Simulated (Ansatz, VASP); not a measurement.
**One calculation of Sr, two programs**

```
Sr
1.0
     3.91373    0.00000    0.00000
     0.00000    3.91373    0.00000
     0.00000    0.00000    3.91373
Sr
1
Cartesian
  0.0000 0.0000 0.0000
```

Alike in both runs: task single point; functional RPBE; k mesh 9 × 9 × 9; occupations fermi-dirac, width 0.1 eV; no spin polarisation.

```csv
,VASP,Ansatz
version,VASP 6.6.1,Ansatz 0.2.0
potentials or method,"VASP PAW PBE potentials, release 64 (Sr_sv), cutoff 520 eV","plane waves (420 eV) with PAW, scalar-relativistic"
valence electrons in the cell,10,10
```

|  | VASP | Ansatz | Ansatz less VASP |
| --- | --- | --- | --- |
| pressure (GPa) | 0.2 | 0.3 | 0.00 |

VASP's potentials were made for PBE, not for RPBE. The functional is the same, so the differences come from potentials, cutoffs and numerics.
